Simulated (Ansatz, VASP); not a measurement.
TaN in VASP and in Ansatz

```
Ta N
1.0
     0.00000    2.11949    2.11949
     2.11949    0.00000    2.11949
     2.11949    2.11949    0.00000
Ta N
1 1
Direct
  0.49674 0.50326 0.50326
  0.04209 0.95791 0.95791
```

Change from the starting cell: mode 4 frozen in at -0.183 Å, equal normal strain along x, y and z -0.0250.

Alike in both runs: task single point; functional LDA; k mesh 18 × 18 × 18; occupations gaussian, width 0.15 eV; no spin polarisation.

```csv
,VASP,Ansatz
version,VASP 6.6.1,Ansatz 0.2.0
potentials or method,"VASP PAW LDA potentials, release 64 (Ta_pv, N), cutoff 520 eV","scalar-relativistic, plane waves, PAW"
valence electrons in the cell,16,18
```

|  | VASP | Ansatz | Ansatz less VASP |
| --- | --- | --- | --- |
| gap on the k mesh at the Fermi level (eV) | none | none | - |
| pressure (GPa) | 45.7 | 42.6 | -3.15 |
| traceless stress, the component that is largest in VASP (GPa) | 19.48 | 19.01 | -0.470 |
| rms of the force components (eV/Å) | 1.842 | 1.808 | -0.0340 |

Ansatz warns that its potentials were made for another functional, while VASP's fit it. LDA's correlation is that of Perdew and Zunger in VASP and of Perdew and Wang (1992) in Ansatz. Atom by atom the forces differ by 0.034 eV/Å (rms over components). A gap of «none» marks a metal or a gap that the smearing closes. Both programs put the cell under a high pressure, so it lies far from rest at this level. VASP's potentials hold 16 valence electrons a cell and Ansatz's 18, so a difference there can come from the potentials and not from the codes.

Neither program's run includes spin-orbit coupling.
